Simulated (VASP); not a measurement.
# Sn4Bi2O (P6/mmm) in VASP: notebook, part 2 of 3

VASP 6.6.1. Earlier steps stand in the parts before.

### 3 Single point, PBE

This run uses another cell than the first one, of 30.76 Å³/atom.

The input, INCAR:

```
ALGO = Normal
EDIFF = 1E-7
ENCUT = 520
GGA = PE
ISIF = 2
ISMEAR = 0
LASPH = True
LCHARG = False
LREAL = False
LWAVE = False
NBANDS = 55
NELM = 80
PREC = Accurate
SIGMA = 0.1
```

The input, KPOINTS:

```
k-points
0
Gamma
  3 3 4
```

The input, POSCAR:

```
Sn4Bi2O
1.0
    5.1693538633      0.0000000000      0.0000000000
   -2.5846769316      4.4767917667      0.0000000000
    0.0000000000      0.0000000000      9.3043278962
Sn Bi O
4 2 1
Direct
    0.3333333333      0.6666666667      0.8373538307
    0.3333333333      0.6666666667      0.1626461693
    0.6666666667      0.3333333333      0.1626461693
    0.6666666667      0.3333333333      0.8373538307
    0.3333333333      0.6666666667      0.5000000000
    0.6666666667      0.3333333333      0.5000000000
    0.0000000000      0.0000000000      0.5000000000
```

Potentials or basis: VASP PAW PBE potentials, release 64 (Sn_d, Bi_d, O).

Command:

```sh
cat potpaw_PBE.64/Sn_d/POTCAR potpaw_PBE.64/Bi_d/POTCAR potpaw_PBE.64/O/POTCAR > POTCAR
mpirun -np 1 vasp_std > vasp.out
```

OUTCAR:

```text
EDIFF = 1E-7
   ENCUT = 520
   GGA = PE
   ISIF = 2
   ISMEAR = 0
   LASPH = True
   LREAL = False
   NELM = 80
   PREC = Accurate

 ion  position               nearest neighbor table
   1  0.333  0.667  0.837-   4 2.98   4 2.98   4 2.98   2 3.03   5 3.14
   2  0.333  0.667  0.163-   3 2.98   3 2.98   3 2.98   1 3.03   5 3.14
   3  0.667  0.333  0.163-   2 2.98   2 2.98   2 2.98   4 3.03   6 3.14
   4  0.667  0.333  0.837-   1 2.98   1 2.98   1 2.98   3 3.03   6 3.14
   5  0.333  0.667  0.500-   6 2.98   6 2.98   6 2.98   1 3.14   2 3.14
   6  0.667  0.333  0.500-   5 2.98   5 2.98   5 2.98   3 3.14   4 3.14
   7  0.000  0.000  0.500-

  LATTYP: Found a hexagonal cell.
 ALAT       =     5.1693538633
 C/A-ratio  =     1.7999015239

  Lattice vectors:

 A1 = (   5.1693538633,   0.0000000000,   0.0000000000)
 A2 = (  -2.5846769316,   4.4767917667,   0.0000000000)
 A3 = (   0.0000000000,   0.0000000000,   9.3043278962)

Analysis of symmetry for initial positions (statically):
[... 169 lines left out ...]

 val. band max:        5.2365559727   @ k =   0.3333   0.0000   0.5000
 cond. band min:       5.2863837304   @ k =   0.3333   0.0000   0.5000
 fundamental gap:      0.0498277578
 Fermi energy:         5.2568224545

 k-point     1 :       0.0000    0.0000    0.0000
  band No.  band energies     occupation
      1     -17.8036      2.00000
      2     -17.7806      2.00000
      3     -17.7806      2.00000
      4     -17.7123      2.00000
      5     -17.7123      2.00000
      6     -17.5817      2.00000
[... 511 lines left out ...]
     54       9.3063      0.00000
     55       9.6200      0.00000

------------------------ aborting loop because EDIFF is reached ----------------------------------------

  FORCE on cell =-STRESS in cart. coord.  units (eV):
  Direction    XX          YY          ZZ          XY          YZ          ZX
  --------------------------------------------------------------------------------------
  -------------------------------------------------------------------------------------
  Total       -0.1464828     -0.1464828     -0.1449635     -0.0000000      0.0000000      0.0000000
  in kB       -1.0899564     -1.0899564     -1.0786510     -0.0000000      0.0000000      0.0000000
  external PRESSURE =      -1.0861879 kB  Pullay stress =       0.0000000 kB

 VOLUME and BASIS-vectors are now :
 -----------------------------------------------------------------------------
  energy-cutoff  :      520.00
  volume of cell :      215.32
      direct lattice vectors                 reciprocal lattice vectors
     5.169353863  0.000000000  0.000000000     0.193447774  0.111687125  0.000000000
    -2.584676932  4.476791767  0.000000000     0.000000000  0.223374249  0.000000000
     0.000000000  0.000000000  9.304327896     0.000000000  0.000000000  0.107476866

 POSITION                                       TOTAL-FORCE (eV/Angst)
 -----------------------------------------------------------------------------------
     -0.00000      2.98453      7.79101         0.000000     -0.000000      0.030782
     -0.00000      2.98453      1.51331         0.000000     -0.000000     -0.030782
      2.58468      1.49226      1.51331        -0.000000      0.000000     -0.030782
      2.58468      1.49226      7.79101        -0.000000      0.000000      0.030782
     -0.00000      2.98453      4.65216         0.000000     -0.000000      0.000000
      2.58468      1.49226      4.65216        -0.000000     -0.000000      0.000000
      0.00000      0.00000      4.65216         0.000000      0.000000      0.000000
 -----------------------------------------------------------------------------------
    total drift:                                0.000000     -0.000000      0.000000

  FREE ENERGIE OF THE ION-ELECTRON SYSTEM (eV)
  ---------------------------------------------------
  free  energy   TOTEN  =       -26.6926827010 eV

  energy  without entropy=      -26.6453215654  energy(sigma->0) =      -26.66900213
```

OSZICAR:

```text
N       E                     dE             d eps       ncg     rms          rms(c)
DAV:   1     0.116851624697E+04    0.11685E+04   -0.45575E+04  1026   0.230E+03
[... 13 lines left out ...]
DAV:  15    -0.266928152765E+02   -0.39399E-03   -0.11617E-03  1118   0.127E-01    0.971E-02
DAV:  16    -0.266927745466E+02    0.40730E-04   -0.77272E-04  1149   0.618E-02    0.700E-02
DAV:  17    -0.266927101543E+02    0.64392E-04   -0.18581E-04  1281   0.642E-02    0.557E-02
DAV:  18    -0.266926866594E+02    0.23495E-04   -0.12853E-04  1246   0.377E-02    0.163E-02
DAV:  19    -0.266926826083E+02    0.40510E-05   -0.19055E-05  1178   0.235E-02    0.237E-03
DAV:  20    -0.266926826979E+02   -0.89600E-07   -0.18328E-06  1032   0.579E-03    0.108E-03
DAV:  21    -0.266926827010E+02   -0.30359E-08   -0.37184E-07   840   0.256E-03
   1 F= -.26692683E+02 E0= -.26669002E+02  d E =-.473611E-01
```

stdout:

```text
POSCAR found type information on POSCAR SnBiO
 POSCAR found :  3 types and       7 ions
 scaLAPACK will be used
 LDA part: xc-table for (Slater+PW92), standard interpolation
 POSCAR, INCAR and KPOINTS ok, starting setup
 FFT: planning ... GRIDC
 FFT: planning ... GRID_SOFT
 FFT: planning ... GRID
 WAVECAR not read
 entering main loop
```

Wall time 4.1 min (1 thread of Intel Xeon 8259CL, shared host); peak memory 0.38 GiB.

Results:

```yaml
Free_energy: -26.6927 eV
Pressure: -0.1 GPa
Largest_force: 0.031 eV/Å
Band_gap_on_the_k_mesh: zero (bands 46 and 47 overlap by 2.36 eV)
```

Forces in eV/Å, atoms in the order of the input:
```
Sn   0.000  0.000  0.031
Sn   0.000  0.000 -0.031
Sn   0.000  0.000 -0.031
Sn   0.000  0.000  0.031
Bi   0.000  0.000  0.000
Bi   0.000  0.000  0.000
O    0.000  0.000  0.000
```

Caveat: the k points lie up to 0.47 Å⁻¹ apart, too coarse for converged energies and pressures of a metal; spin-orbit coupling is left out, which moves the levels of the heavy elements.

### 4 Single point, PBE

This run uses another cell than the first one, of 30.86 Å³/atom.

The input, INCAR:

```
ALGO = Normal
EDIFF = 1E-6
ENCUT = 520
GGA = PE
ISIF = 2
ISMEAR = 0
LASPH = T
LCHARG = F
LREAL = F
LWAVE = F
NBANDS = 55
NELM = 60
PREC = Accurate
SIGMA = 0.1
```

The input, KPOINTS:

```
k-points
0
Gamma
  6 6 2
```

The input, POSCAR:

```
Sn4Bi2O
1.0
    5.1162342883      0.0000000000      0.0000000000
   -2.5581171441      4.4307888654      0.0000000000
    0.0000000000      0.0000000000      9.5291311729
Sn Bi O
4 2 1
Direct
    0.3333333333      0.6666666667      0.8355758465
    0.3333333333      0.6666666667      0.1644241535
    0.6666666667      0.3333333333      0.1644241535
    0.6666666667      0.3333333333      0.8355758465
    0.3333333333      0.6666666667      0.5000000000
    0.6666666667      0.3333333333      0.5000000000
    0.0000000000      0.0000000000      0.5000000000
```

Potentials or basis: VASP PAW PBE potentials, release 64 (Sn_d, Bi_d, O).

Command:

```sh
cat potpaw_PBE.64/Sn_d/POTCAR potpaw_PBE.64/Bi_d/POTCAR potpaw_PBE.64/O/POTCAR > POTCAR
mpirun -np 1 vasp_std > vasp.out
```

OUTCAR:

```text
EDIFF = 1E-6
   ENCUT = 520
   GGA = PE
   ISIF = 2
   ISMEAR = 0
   LASPH = T
   LREAL = F
   NELM = 60
   PREC = Accurate

 ion  position               nearest neighbor table
   1  0.333  0.667  0.836-   4 2.95   4 2.95   4 2.95   2 3.13   5 3.20
   2  0.333  0.667  0.164-   3 2.95   3 2.95   3 2.95   1 3.13   5 3.20
   3  0.667  0.333  0.164-   2 2.95   2 2.95   2 2.95   4 3.13   6 3.20
   4  0.667  0.333  0.836-   1 2.95   1 2.95   1 2.95   3 3.13   6 3.20
   5  0.333  0.667  0.500-   6 2.95   6 2.95   6 2.95   1 3.20   2 3.20
   6  0.667  0.333  0.500-   5 2.95   5 2.95   5 2.95   3 3.20   4 3.20
   7  0.000  0.000  0.500-

  LATTYP: Found a hexagonal cell.
 ALAT       =     5.1162342883
 C/A-ratio  =     1.8625283042

  Lattice vectors:

 A1 = (   5.1162342883,   0.0000000000,   0.0000000000)
 A2 = (  -2.5581171441,   4.4307888654,   0.0000000000)
 A3 = (   0.0000000000,   0.0000000000,   9.5291311729)

Analysis of symmetry for initial positions (statically):
=====================================================================
 Subroutine PRICEL returns:
 Original cell was already a primitive cell.

 Routine SETGRP: Setting up the symmetry group for a
 hexagonal supercell.
[... 173 lines left out ...]

 k-point     1 :       0.0000    0.0000    0.0000
  band No.  band energies     occupation
      1     -17.6138      2.00000
      2     -17.6138      2.00000
      3     -17.6081      2.00000
      4     -17.5189      2.00000
      5     -17.5189      2.00000
      6     -17.3982      2.00000
[... 801 lines left out ...]
     54       9.2378      0.00000
     55       9.4735      0.00000

------------------------ aborting loop because EDIFF is reached ----------------------------------------

  FORCE on cell =-STRESS in cart. coord.  units (eV):
  Direction    XX          YY          ZZ          XY          YZ          ZX
  --------------------------------------------------------------------------------------
  -------------------------------------------------------------------------------------
  Total       -0.1548949     -0.1548949     -0.2380681     -0.0000000      0.0000000      0.0000000
  in kB       -1.1488487     -1.1488487     -1.7657409     -0.0000000      0.0000000      0.0000000
  external PRESSURE =      -1.3544794 kB  Pullay stress =       0.0000000 kB

 VOLUME and BASIS-vectors are now :
 -----------------------------------------------------------------------------
  energy-cutoff  :      520.00
  volume of cell :      216.02
      direct lattice vectors                 reciprocal lattice vectors
     5.116234288  0.000000000  0.000000000     0.195456256  0.112846722  0.000000000
    -2.558117144  4.430788865  0.000000000     0.000000000  0.225693444  0.000000000
     0.000000000  0.000000000  9.529131173     0.000000000  0.000000000  0.104941362

 POSITION                                       TOTAL-FORCE (eV/Angst)
 -----------------------------------------------------------------------------------
     -0.00000      2.95386      7.96231         0.000000     -0.000000     -0.018128
     -0.00000      2.95386      1.56682         0.000000     -0.000000      0.018128
      2.55812      1.47693      1.56682        -0.000000      0.000000      0.018128
      2.55812      1.47693      7.96231        -0.000000      0.000000     -0.018128
     -0.00000      2.95386      4.76457         0.000000      0.000000      0.000000
      2.55812      1.47693      4.76457        -0.000000      0.000000     -0.000000
      0.00000      0.00000      4.76457         0.000000     -0.000000     -0.000000
 -----------------------------------------------------------------------------------
    total drift:                                0.000000     -0.000000      0.000000

  FREE ENERGIE OF THE ION-ELECTRON SYSTEM (eV)
  ---------------------------------------------------
  free  energy   TOTEN  =       -26.8241607898 eV

  energy  without entropy=      -26.7935619035  energy(sigma->0) =      -26.80886135
```

stdout:

```text
POSCAR found type information on POSCAR SnBiO
 POSCAR found :  3 types and       7 ions
 scaLAPACK will be used
 LDA part: xc-table for (Slater+PW92), standard interpolation
 POSCAR, INCAR and KPOINTS ok, starting setup
 FFT: planning ... GRIDC
 FFT: planning ... GRID_SOFT
 FFT: planning ... GRID
 WAVECAR not read
 entering main loop
```

Run time: 6.6 min. Hardware: 1 thread of Intel Xeon 8259CL, shared host; peak memory 0.41 GiB.

What came out:

```
Free energy            : -26.8242 eV
Pressure               : -0.1 GPa
Largest force          : 0.018 eV/Å
Band gap on the k mesh : zero (bands 46 and 47 overlap by 2.55 eV)
```

Forces on the atoms (eV/Å):
```
Sn   0.000  0.000 -0.018
Sn   0.000  0.000  0.018
Sn   0.000  0.000  0.018
Sn   0.000  0.000 -0.018
Bi   0.000  0.000  0.000
Bi   0.000  0.000  0.000
O    0.000  0.000  0.000
```

Caveat: spin-orbit coupling is left out, which moves the levels of the heavy elements.

(Continued in part 3 of 3.)
